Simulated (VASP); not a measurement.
The system is SnS2 (Berndtite-2T).

```
CELL_PARAMETERS angstrom
3.63900 0.00000 0.00000
-1.81950 3.15147 0.00000
0.00000 0.00000 5.86800
ATOMIC_POSITIONS crystal
Sn 0.00000 0.00000 0.00000
S 0.33333 0.66667 0.25000
S 0.66667 0.33333 0.75000
```

- Program: VASP 6.6.1
- Task: relaxation of cell and atoms
- Functional: PBE
- Dispersion: D4
- Potentials or basis: VASP PAW PBE potentials, release 64 (Sn_d, S)
- Cutoff: 500 eV
- k mesh: 6 × 6 × 4
- Occupations: gaussian, width 0.01 eV
- Spin: no spin polarisation

At the start: pressure 1.7 GPa; volume 22.43 Å³/atom.

Where does the relaxation end?

Over 9 steps the energy falls by 3.1 meV/atom and the volume is 22.49 Å³/atom (+0.3 %); space group P-3m1 (No. 164, to 0.05 Å).

Step by step:
```
step  energy change (eV)  largest force (eV/Å)  pressure (GPa)  volume (Å³)
   1              0.0000                0.2456            1.66        67.30
   2             -0.0012                0.1821           -1.53        69.59
   3             -0.0076                0.0170           -0.06        68.47
   4             -0.0079                0.0282           -0.06        68.43
   5             -0.0082                0.0568           -0.08        68.32
   6             -0.0085                0.0492           -0.07        68.20
   7             -0.0092                0.0265           -0.05        67.86
   8             -0.0093                0.0197            0.03        67.17
   9             -0.0094                0.0011            0.00        67.47
```

Final structure:
```cif
data_structure
_symmetry_space_group_name_H-M 'P 1'
_symmetry_Int_Tables_number 1
_cell_length_a 3.6686
_cell_length_b 3.6686
_cell_length_c 5.7888
_cell_angle_alpha 90.000
_cell_angle_beta 90.000
_cell_angle_gamma 120.000
_cell_volume 67.47
loop_
_atom_site_label
_atom_site_type_symbol
_atom_site_fract_x
_atom_site_fract_y
_atom_site_fract_z
_atom_site_occupancy
Sn1 Sn 0.00000 0.00000 0.00000 1
S1 S 0.33333 0.66667 0.25508 1
S2 S 0.66667 0.33333 0.74492 1
```
